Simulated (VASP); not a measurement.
# SnTe (F-43m) in VASP: further runs

The runs below take SnTe through single point, with B3LYP, HSE06.

Program: VASP 6.6.1. These are calculated values, not measurements. Logs are shortened: lines on timing, memory, paths and dates and some standing lists are left out, and cuts for length are marked.

### Step 1. The cell of the first run

It takes space group F-43m (No. 216, cubic). Conventional cell: a = 7.222 Å, b = 7.222 Å, c = 7.222 Å, α = 90.00°, β = 90.00°, γ = 90.00°. Within 4.1 Å of Te (site symmetry -43m) lie 4 Sn at 3.13 Å. Within 4.1 Å of Sn (site symmetry -43m) lie 4 Te at 3.13 Å.

### Step 2. Single point, B3LYP

File POSCAR:

```
SnTe
1.0
    0.0000000000      3.6111460000      3.6111460000
    3.6111460000      0.0000000000      3.6111460000
    3.6111460000      3.6111460000      0.0000000000
Te Sn
1 1
Direct
    0.2500000000      0.2500000000      0.2500000000
    0.0000000000      0.0000000000      0.0000000000
```

File INCAR.step1:

```
PREC = Accurate
ENCUT = 520
EDIFF = 1E-5
ISMEAR = -1
SIGMA = 0.05
LREAL = False
LASPH = True
NELM = 60
ALGO = Normal
ISIF = 2
LWAVE = True
LCHARG = False
GGA = PE
NBANDS = 17
```

File INCAR.step2:

```
PREC = Accurate
ENCUT = 520
EDIFF = 1E-6
ISMEAR = -1
SIGMA = 0.05
LREAL = False
LASPH = True
NELM = 60
ALGO = Normal
ISIF = 2
LWAVE = False
LCHARG = False
GGA = B3
LHFCALC = True
AEXX = 0.2
AGGAX = 0.72
AGGAC = 0.81
ALDAC = 0.19
PRECFOCK = Normal
ISTART = 1
NBANDS = 17
```

File KPOINTS:

```
Automatic mesh
0
Gamma
  4 4 4
```

Potentials or basis: VASP PAW PBE potentials, release 64 (Te, Sn_d).

Run with:

```bash
$ cat potpaw_PBE.64/Te/POTCAR potpaw_PBE.64/Sn_d/POTCAR > POTCAR
$ cp INCAR.step1 INCAR
$ mpirun -np 1 vasp_std > vasp.out
$ cp INCAR.step2 INCAR
$ mpirun -np 1 vasp_std > vasp.out
```

OUTCAR:

```text
PREC = Accurate
   ENCUT = 520
   EDIFF = 1E-6
   ISMEAR = -1
   LREAL = False
   LASPH = True
   NELM = 60
   ISIF = 2
   GGA = B3
   LHFCALC = True
   AEXX = 0.2
   PRECFOCK = Normal
   ISTART = 1

 ion  position               nearest neighbor table
   1  0.250  0.250  0.250-   2 3.13   2 3.13   2 3.13   2 3.13
   2  0.000  0.000  0.000-   1 3.13   1 3.13   1 3.13   1 3.13

  LATTYP: Found a face centered cubic cell.
 ALAT       =     7.2222920000

  Lattice vectors:

 A1 = (   0.0000000000,   3.6111460000,   3.6111460000)
 A2 = (   3.6111460000,   0.0000000000,   3.6111460000)
 A3 = (   3.6111460000,   3.6111460000,   0.0000000000)

Analysis of symmetry for initial positions (statically):
=====================================================================
 Subroutine PRICEL returns:
 Original cell was already a primitive cell.

 Routine SETGRP: Setting up the symmetry group for a
 face centered cubic supercell.

 Subroutine GETGRP returns: Found 24 space group operations
 (whereof 24 operations were pure point group operations)
 out of a pool of 48 trial point group operations.

The static configuration has the point symmetry T_d .

Analysis of symmetry for dynamics (positions and initial velocities):
=====================================================================
 Subroutine PRICEL returns:
 Original cell was already a primitive cell.

 Routine SETGRP: Setting up the symmetry group for a
 face centered cubic supercell.

 Subroutine GETGRP returns: Found 24 space group operations
 (whereof 24 operations were pure point group operations)
 out of a pool of 48 trial point group operations.

The dynamic configuration has the point symmetry T_d .

 Subroutine INISYM returns: Found 24 space group operations
 (whereof 24 operations are pure point group operations),
 and found     1 'primitive' translations

----------------------------------------------------------------------------------------

                                     Primitive cell

  volume of cell :      94.1814

  direct lattice vectors                    reciprocal lattice vectors
     0.000000000  3.611146000  3.611146000    -0.138460201  0.138460201  0.138460201
     3.611146000  0.000000000  3.611146000     0.138460201 -0.138460201  0.138460201
     3.611146000  3.611146000  0.000000000     0.138460201  0.138460201 -0.138460201

  length of vectors
     5.106931649  5.106931649  5.106931649     0.239820102  0.239820102  0.239820102

  position of ions in fractional coordinates (direct lattice)
     0.250000000  0.250000000  0.250000000
     0.000000000  0.000000000  0.000000000

  ion indices of the primitive-cell ions
   primitive index   ion index
                 1           1
                 2           2

----------------------------------------------------------------------------------------

 KPOINTS: Automatic mesh

Automatic generation of k-mesh.
 Grid dimensions read from file:
 generate k-points for:    4    4    4

 Generating k-lattice:

  Cartesian coordinates                     Fractional coordinates (reciprocal lattice)
    -0.034615050  0.034615050  0.034615050     0.250000000  0.000000000  0.000000000
     0.034615050 -0.034615050  0.034615050     0.000000000  0.250000000  0.000000000
     0.034615050  0.034615050 -0.034615050     0.000000000  0.000000000  0.250000000

  Length of vectors
     0.059955026  0.059955026  0.059955026

  Shift w.r.t. Gamma in fractional coordinates (k-lattice)
     0.000000000  0.000000000  0.000000000

 Subroutine IBZKPT returns following result:
 ===========================================

 Found      8 irreducible k-points:

 Following reciprocal coordinates:
            Coordinates               Weight
  0.000000  0.000000  0.000000      1.000000
  0.250000  0.000000  0.000000      8.000000
  0.500000  0.000000  0.000000      4.000000
  0.250000  0.250000  0.000000      6.000000
  0.500000  0.250000  0.000000     24.000000
 -0.250000  0.250000  0.000000     12.000000
  0.500000  0.500000  0.000000      3.000000
 -0.250000  0.500000  0.250000      6.000000
   k-points           NKPTS =      8   k-points in BZ     NKDIM =     64   number of bands    NBANDS=     17
   number of dos      NEDOS =    301   number of ions     NIONS =      2
   total plane-waves  NPLWV =  64000
   dimension x,y,z NGX =    40 NGY =   40 NGZ =   40
   dimension x,y,z NGXF=    80 NGYF=   80 NGZF=   80
   ions per type =               1   1
   NGX,Y,Z   is equivalent  to a cutoff of  13.02, 13.02, 13.02 a.u.
   NGXF,Y,Z  is equivalent  to a cutoff of  26.04, 26.04, 26.04 a.u.
 SYSTEM =  unknown system
   PREC   = accura    normal or accurate (medium, high low for compatibility)
   ISTART =      1    job   : 0-new  1-cont  2-samecut
   ICHARG =      0    charge: 1-file 2-atom 10-const
   ISPIN  =      1    spin polarized calculation?
   LNONCOLLINEAR =      F non collinear calculations
   LSORBIT =      F    spin-orbit coupling
   LASPH  =      T    aspherical Exc in radial PAW
   ENCUT  =  520.0 eV  38.22 Ry    6.18 a.u.   9.50  9.50  9.50*2*pi/ulx,y,z
   NELM   =     60;   NELMIN=  2; NELMDL=  0     # of ELM steps
   EDIFF  = 0.1E-05   stopping-criterion for ELM
   LREAL  =      F    real-space projection
   EDIFFG = 0.1E-04   stopping-criterion for IOM
   NSW    =      0    number of steps for IOM
   IBRION =     -1    ionic relax: 0-MD 1-quasi-New 2-CG
   NFREE  =      0    steps in history (QN), initial steepest desc. (CG)
   ISIF   =      2    stress and relaxation
   ISYM   =      3    0-nonsym 1-usesym 2-fastsym
   POTIM  = 0.5000    time-step for ionic-motion
   TEBEG  =    0.0;   TEEND  =   0.0 temperature during run
   PSTRESS=    0.0 pullay stress
   NELECT =      20.0000    total number of electrons
   NUPDOWN=      -1.0000    fix difference up-down
   EMIN   =  10.00;   EMAX   =-10.00  energy-range for DOS
   EFERMI =   0.00;   METHOD = LEGACY
   ISMEAR =    -1;   SIGMA  =   0.05  broadening in eV -4-tet -1-fermi 0-gaus
   EFERMI_NEDOS =   21; number of points for ismear=-14 and -15
   IALGO  =     38    algorithm
   IMIX   =      1    mixing-type and parameters
     AMIX     =   0.40;   BMIX     =  1.00
     AMIX_MAG =   1.60;   BMIX_MAG =  1.00
  volume/ion in A,a.u.               =      47.09       317.78
  Fermi-wavevector in a.u.,A,eV,Ry     =   0.976704  1.845704 12.979296  0.953951
  Thomas-Fermi vector in A             =   2.107344
   LORBIT       =      0    0 simple, 1 ext, 2 COOP (PROOUT), +10 PAW based schemes
   GGA     = B3    functional components
   LHFCALC =     T    Hartree Fock is set to
   PRECFOCK=normal    Normal, Fast or Accurate (Low or Medium for compatibility)
   ENCUT4O =  -1.0   cutoff for four orbital integrals eV
   NKREDX  =     1    reduce k-point grid by
   NKREDY  =     1    reduce k-point grid by
   NKREDZ  =     1    reduce k-point grid by
   AEXX    =    0.2000 exact exchange contribution
   HFSCREEN=    0.0000 screening length (either q_TF or 0.3 A-1)
   HFSCREENC=   0.0000 screening length for correlation (either q_TF or 0.3 A-1)
   ENCUTFOCK=  -1.0 apply spherical cutoff to Coloumb kernel
   IVDW    =     0    specifies the selected vdW correction
   LEPSILON=     F    determine dielectric tensor
   LRPA    =     F    only Hartree local field effects (RPA)
 non-spin polarized calculation
  energy-cutoff  :      520.00
  volume of cell :       94.18
 maximum number of plane-waves:      2637
 NGX is ok and might be reduce to    40
  NGX = 30; NGY = 30; NGZ = 30

 number of electron      19.9999999 magnetization

 Free energy of the ion-electron system (eV)
  ---------------------------------------------------
  ext. energy  EPLUGINS =         0.00000000
  ---------------------------------------------------
  free energy    TOTEN  =        -8.13027773 eV

  energy without entropy =       -8.13025303  energy(sigma->0) =       -8.13026538

 E-fermi :   3.4001     XC(G=0):  -5.9463

 val. band max:        2.9554503117   @ k =  -0.2500   0.5000   0.2500
 cond. band min:       3.8106191488   @ k =   0.5000   0.5000   0.0000
 fundamental gap:      0.8551688370
 Fermi energy:         3.4000569897

 k-point     1 :       0.0000    0.0000    0.0000
  band No.  band energies     occupation
      1     -20.7797      2.00000
      2     -20.7797      2.00000
      3     -20.7797      2.00000
      4     -20.7664      2.00000
      5     -20.7664      2.00000
      6      -9.6536      2.00000
[... 9 lines left out ...]
     16      10.5165      0.00000
     17      11.6472      0.00000

 k-point     2 :       0.2500    0.0000    0.0000
  band No.  band energies     occupation
      1     -20.7799      2.00000
      2     -20.7788      2.00000
      3     -20.7788      2.00000
      4     -20.7664      2.00000
      5     -20.7664      2.00000
      6      -9.3851      2.00000
[... 9 lines left out ...]
     16       9.8999      0.00000
     17      11.2089      0.00000

 k-point     3 :       0.5000    0.0000    0.0000
  band No.  band energies     occupation
      1     -20.7803      2.00000
      2     -20.7780      2.00000
      3     -20.7780      2.00000
      4     -20.7663      2.00000
      5     -20.7663      2.00000
      6      -9.0484      2.00000
[... 9 lines left out ...]
     16      10.9948      0.00000
     17      10.9948      0.00000

 k-point     4 :       0.2500    0.2500    0.0000
  band No.  band energies     occupation
      1     -20.7811      2.00000
      2     -20.7779      2.00000
      3     -20.7779      2.00000
      4     -20.7668      2.00000
      5     -20.7660      2.00000
      6      -9.2888      2.00000
[... 9 lines left out ...]
     16      11.1576      0.00000
     17      12.9458      0.00000

 k-point     5 :       0.5000    0.2500    0.0000
  band No.  band energies     occupation
      1     -20.7814      2.00000
      2     -20.7772      2.00000
      3     -20.7771      2.00000
      4     -20.7669      2.00000
      5     -20.7660      2.00000
      6      -8.9333      2.00000
[... 9 lines left out ...]
     16      11.2607      0.00000
     17      12.1244      0.00000

 k-point     6 :      -0.2500    0.2500    0.0000
  band No.  band energies     occupation
      1     -20.7806      2.00000
      2     -20.7779      2.00000
      3     -20.7777      2.00000
      4     -20.7664      2.00000
      5     -20.7664      2.00000
      6      -9.0591      2.00000
[... 9 lines left out ...]
     16      10.9192      0.00000
     17      12.1795      0.00000

 k-point     7 :       0.5000    0.5000    0.0000
  band No.  band energies     occupation
      1     -20.7826      2.00000
      2     -20.7762      2.00000
      3     -20.7762      2.00000
      4     -20.7674      2.00000
      5     -20.7656      2.00000
      6      -8.7993      2.00000
[... 9 lines left out ...]
     16      12.3150      0.00000
     17      12.3150      0.00000

 k-point     8 :      -0.2500    0.5000    0.2500
  band No.  band energies     occupation
      1     -20.7815      2.00000
      2     -20.7774      2.00000
      3     -20.7763      2.00000
      4     -20.7669      2.00000
      5     -20.7660      2.00000
      6      -8.7958      2.00000
[... 9 lines left out ...]
     16      11.9861      0.00000
     17      12.0143      0.00000

------------------------ aborting loop because EDIFF is reached ----------------------------------------

  FORCE on cell =-STRESS in cart. coord.  units (eV):
  Direction    XX          YY          ZZ          XY          YZ          ZX
  --------------------------------------------------------------------------------------
  -------------------------------------------------------------------------------------
  Total        0.4452962      0.4452962      0.4452962      0.0000000     -0.0000000      0.0000000
  in kB        7.5752056      7.5752056      7.5752056      0.0000000     -0.0000000      0.0000000
  external PRESSURE =       7.5752056 kB  Pullay stress =       0.0000000 kB

 VOLUME and BASIS-vectors are now :
 -----------------------------------------------------------------------------
  energy-cutoff  :      520.00
  volume of cell :       94.18
      direct lattice vectors                 reciprocal lattice vectors
     0.000000000  3.611146000  3.611146000    -0.138460201  0.138460201  0.138460201
     3.611146000  0.000000000  3.611146000     0.138460201 -0.138460201  0.138460201
     3.611146000  3.611146000  0.000000000     0.138460201  0.138460201 -0.138460201

 POSITION                                       TOTAL-FORCE (eV/Angst)
 -----------------------------------------------------------------------------------
      1.80557      1.80557      1.80557         0.000000      0.000000      0.000000
      0.00000      0.00000      0.00000        -0.000000     -0.000000     -0.000000
 -----------------------------------------------------------------------------------
    total drift:                                0.000000      0.000026      0.000007

  FREE ENERGIE OF THE ION-ELECTRON SYSTEM (eV)
  ---------------------------------------------------
  free  energy   TOTEN  =        -8.1302777299 eV

  energy  without entropy=       -8.1302530330  energy(sigma->0) =       -8.13026538
```

It took 14 min on 1 thread of AMD EPYC 9R45 (Zen 5), shared host; peak memory 0.21 GiB.

What came out:

```
Free energy            : -8.1303 eV
Pressure               : 0.8 GPa
Band gap on the k mesh : 0.86 eV, indirect (least direct gap 1.61 eV)
```

Caveat: the PAW data sets were made with another functional, which shifts forces and pressure a little; spin-orbit coupling is left out, which moves the levels of the heavy elements. A k mesh can miss the band edges.

### Step 3. Single point, HSE06

POSCAR is that of step 2.

File INCAR.step1:

```
SYSTEM = SnTe
PREC = Accurate
ENCUT = 520
EDIFF = 1E-5
ISMEAR = -1
SIGMA = 0.05
LREAL = .False.
LASPH = .True.
NELM = 100
ALGO = Normal
ISIF = 2
LWAVE = .True.
LCHARG = .False.
GGA = PE
NBANDS = 17
```

File INCAR.step2:

```
SYSTEM = SnTe
PREC = Accurate
ENCUT = 520
EDIFF = 1E-6
ISMEAR = -1
SIGMA = 0.05
LREAL = .False.
LASPH = .True.
NELM = 100
ALGO = Normal
ISIF = 2
LWAVE = .False.
LCHARG = .False.
GGA = PE
LHFCALC = .True.
HFSCREEN = 0.2079
PRECFOCK = Normal
ISTART = 1
NBANDS = 17
```

File KPOINTS:

```
regular mesh
0
Gamma
  4 4 4
  0 0 0
```

Potentials or basis: VASP PAW PBE potentials, release 64 (Te, Sn_d).

Run with:

```bash
$ cat potpaw_PBE.64/Te/POTCAR potpaw_PBE.64/Sn_d/POTCAR > POTCAR
$ cp INCAR.step1 INCAR
$ mpirun -np 1 vasp_std > vasp.out
$ cp INCAR.step2 INCAR
$ mpirun -np 1 vasp_std > vasp.out
```

OUTCAR:

```text
SYSTEM = SnTe
   PREC = Accurate
   ENCUT = 520
   EDIFF = 1E-6
   ISMEAR = -1
   LREAL = .False.
   LASPH = .True.
   NELM = 100
   ISIF = 2
   GGA = PE
   LHFCALC = .True.
   HFSCREEN = 0.2079
   PRECFOCK = Normal
   ISTART = 1

 ion  position               nearest neighbor table
   1  0.250  0.250  0.250-   2 3.13   2 3.13   2 3.13   2 3.13
   2  0.000  0.000  0.000-   1 3.13   1 3.13   1 3.13   1 3.13

  LATTYP: Found a face centered cubic cell.
 ALAT       =     7.2222920000

  Lattice vectors:
[... 336 lines left out ...]

------------------------ aborting loop because EDIFF is reached ----------------------------------------

  FORCE on cell =-STRESS in cart. coord.  units (eV):
  Direction    XX          YY          ZZ          XY          YZ          ZX
  --------------------------------------------------------------------------------------
  -------------------------------------------------------------------------------------
  Total       -0.4327726     -0.4327726     -0.4327726      0.0000000      0.0000000      0.0000000
  in kB       -7.3621584     -7.3621584     -7.3621584      0.0000000      0.0000000      0.0000000
  external PRESSURE =      -7.3621584 kB  Pullay stress =       0.0000000 kB

 VOLUME and BASIS-vectors are now :
 -----------------------------------------------------------------------------
  energy-cutoff  :      520.00
  volume of cell :       94.18
      direct lattice vectors                 reciprocal lattice vectors
     0.000000000  3.611146000  3.611146000    -0.138460201  0.138460201  0.138460201
     3.611146000  0.000000000  3.611146000     0.138460201 -0.138460201  0.138460201
     3.611146000  3.611146000  0.000000000     0.138460201  0.138460201 -0.138460201

 POSITION                                       TOTAL-FORCE (eV/Angst)
 -----------------------------------------------------------------------------------
      1.80557      1.80557      1.80557         0.000000      0.000000      0.000000
      0.00000      0.00000      0.00000        -0.000000     -0.000000     -0.000000
 -----------------------------------------------------------------------------------
    total drift:                                0.000002     -0.000006     -0.000005

  FREE ENERGIE OF THE ION-ELECTRON SYSTEM (eV)
  ---------------------------------------------------
  free  energy   TOTEN  =        -8.4415021087 eV

  energy  without entropy=       -8.4399364952  energy(sigma->0) =       -8.44071930
```

OSZICAR.step1:

```text
N       E                     dE             d eps       ncg     rms          rms(c)
DAV:   1     0.121610339071E+03    0.12161E+03   -0.92905E+03   272   0.118E+03
DAV:   2     0.440739881840E+01   -0.11720E+03   -0.11388E+03   288   0.299E+02
DAV:   3    -0.682946023736E+01   -0.11237E+02   -0.11151E+02   311   0.884E+01
DAV:   4    -0.720832891821E+01   -0.37887E+00   -0.37856E+00   358   0.168E+01
DAV:   5    -0.722120535184E+01   -0.12876E-01   -0.12876E-01   370   0.284E+00    0.433E+00
DAV:   6    -0.707694672271E+01    0.14426E+00   -0.38224E-01   346   0.286E+00    0.291E+00
DAV:   7    -0.707652068882E+01    0.42603E-03   -0.68490E-02   283   0.102E+00    0.119E+00
DAV:   8    -0.707775961604E+01   -0.12389E-02   -0.10251E-02   320   0.669E-01    0.221E-01
DAV:   9    -0.707804240905E+01   -0.28279E-03   -0.36759E-03   279   0.339E-01    0.591E-02
DAV:  10    -0.707820807000E+01   -0.16566E-03   -0.86722E-04   311   0.148E-01    0.528E-02
DAV:  11    -0.707831936177E+01   -0.11129E-03   -0.23666E-04   276   0.702E-02    0.303E-02
DAV:  12    -0.707831807168E+01    0.12901E-05   -0.31957E-05   276   0.235E-02
   1 F= -.70783181E+01 E0= -.70743697E+01  d E =-.789670E-02
```

Run time: 20 min. Hardware: 1 thread of AMD EPYC 9R45 (Zen 5), shared host; peak memory 0.31 GiB.

Results:

```yaml
Free_energy: -8.4415 eV
Pressure: -0.7 GPa
Band_gap_on_the_k_mesh: 0.37 eV, indirect (least direct gap 1.14 eV)
```

Caveat: the PAW data sets were made with another functional, which shifts forces and pressure a little; spin-orbit coupling is left out, which moves the levels of the heavy elements. A k mesh can miss the band edges.
